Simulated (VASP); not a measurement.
Runs of VASP 6.6.1 on GaSb. The structure is that of space group F-43m (No. 216), or close to it. The cells are those of the table. 

```tsv
cell	k mesh	smearing	gap on the mesh (eV)	pressure (GPa)
a = 4.380, b = 4.380, c = 4.345 Å, angles 59.7, 59.7, 90.0°, 2 atoms	6 × 6 × 6	gaussian 0.01 eV	0.23	-0.7
a = 4.336 Å, angles 60.0, 60.0, 90.0°, 2 atoms	6 × 6 × 6	gaussian 0.01 eV	0.39	0.1
a = 4.293, b = 4.293, c = 4.328 Å, angles 60.3, 60.3, 90.0°, 2 atoms	6 × 6 × 6	gaussian 0.01 eV	0.47	0.8
a = 4.358, b = 4.358, c = 4.336 Å, angles 59.8, 59.8, 90.0°, 2 atoms	6 × 6 × 6	gaussian 0.01 eV	(c)	-0.2
a = 4.293, b = 4.293, c = 4.332 Å, angles 60.3, 60.3, 90.0°, 2 atoms	6 × 6 × 6	gaussian 0.01 eV	0.45	0.8
a = 4.250, b = 4.250, c = 4.320 Å, angles 60.5, 60.5, 90.0°, 2 atoms	6 × 6 × 6	gaussian 0.01 eV	(b)	1.7
a = 4.358, b = 4.358, c = 4.341 Å, angles 59.9, 59.9, 90.0°, 2 atoms	6 × 6 × 6	gaussian 0.01 eV	0.31	-0.3
a = 4.336 Å, angles 60.0, 60.0, 90.0°, 2 atoms	10 × 10 × 10	fermi-dirac 0.08 eV	0.40	0.1
a = 4.250, b = 4.250, c = 4.329 Å, angles 60.6, 60.6, 90.0°, 2 atoms	6 × 6 × 6	gaussian 0.01 eV	0.49	1.4
a = 4.315, b = 4.315, c = 4.334 Å, angles 60.2, 60.2, 90.0°, 2 atoms	6 × 6 × 6	gaussian 0.01 eV	(a)	0.4
```

Alike in all rows: task single point; level r2SCAN; potentials or basis VASP PAW PBE potentials, release 64 (Ga_d, Sb); no spin polarisation; cutoff (eV) 520.

Fill in the values left out.

(a) 0.42; (b) 0.53; (c) 0.32.

Caveats: the PAW data sets were made with another functional, which shifts forces and pressure a little; spin-orbit coupling is left out, which moves the levels of the heavy elements.

A k mesh can miss the band edges, and the runs leave out spin-orbit coupling on Ga, Sb.
